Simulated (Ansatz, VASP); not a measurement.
**TaN in VASP and in Ansatz**

The input INCAR:

```
PREC     = Accurate       # precision mode
ENCUT    = 520            # plane-wave cutoff, eV
EDIFF    = 1E-6           # SCF threshold, eV
ISMEAR   = 0              # smearing method
SIGMA    = 0.15           # smearing width, eV
LREAL    = F              # projectors in reciprocal space
LASPH    = T              # aspherical terms in the spheres
NELM     = 60             # most SCF steps
ALGO     = Normal         # electronic algorithm
ISIF     = 2              # what is computed and relaxed
LWAVE    = F              # write WAVECAR
LCHARG   = F              # write CHGCAR
GGA      = CA             # functional
NBANDS   = 15             # bands
```

KPOINTS

```
regular mesh
0
Gamma
  18 18 18
```

The input POSCAR:

```
TaN
1.0
    0.0000000000      2.1194897592      2.1194897592
    2.1194897592      0.0000000000      2.1194897592
    2.1194897592      2.1194897592      0.0000000000
Ta N
1 1
Direct
    0.4978278253      0.5021721747      0.5021721747
    0.0280609990     -0.0280609990     -0.0280609990
```

Input for Ansatz:

```yaml
crystal:
  lattice:
    - [0.0, 2.1194897592, 2.1194897592]
    - [2.1194897592, 0.0, 2.1194897592]
    - [2.1194897592, 2.1194897592, 0.0]
  atoms:
    - { symbol: Ta, position: [0.4978278253, 0.5021721747, 0.5021721747] }
    - { symbol: "N", position: [0.028060999, -0.028060999, -0.028060999] }
basis:
  ecutwfc: 520.0
kpoints:
  mp_grid: { grid: [18, 18, 18] }
hamiltonian:
  xc: lda
  pseudopotentials: { kind: paw, azcp: { folder: soft_1 } }
scf:
  occupations: { method: gaussian, width: 0.15 }
output:
  forces: true
  stress: true
  eigenvalues: true
  write_density: true
  write_potential: true
  elf: true
  volumetric_format: npy
```

Change from the starting cell: mode 4 frozen in at -0.122 Å, equal normal strain along x, y and z -0.0250.

Alike in both runs: task single point; functional LDA; k mesh 18 × 18 × 18; occupations gaussian, width 0.15 eV; no spin polarisation.

|  | VASP | Ansatz |
| --- | --- | --- |
| version | VASP 6.6.1 | Ansatz 0.2.0 |
| potentials or method | VASP PAW LDA potentials, release 64 (Ta_pv, N), cutoff 520 eV | scalar-relativistic, plane waves, PAW |
| valence electrons in the cell | 16 | 18 |

```tsv
	VASP	Ansatz	Ansatz less VASP
gap on the k mesh at the Fermi level (eV)	none	none	-
pressure (GPa)	40.7	37.6	-3.09
traceless stress, the component that is largest in VASP (GPa)	8.36	8.17	-0.188
rms of the force components (eV/Å)	1.093	1.077	-0.0161
```

Ansatz warns that its potentials were made for another functional, while VASP's fit it. LDA's correlation is that of Perdew and Zunger in VASP and of Perdew and Wang (1992) in Ansatz. Atom by atom the forces differ by 0.016 eV/Å (rms over components). A gap of «none» marks a metal or a gap that the smearing closes. Both programs put the cell under a high pressure, so it lies far from rest at this level. VASP's potentials hold 16 valence electrons a cell and Ansatz's 18, so a difference there can come from the potentials and not from the codes.

Neither program's run includes spin-orbit coupling.
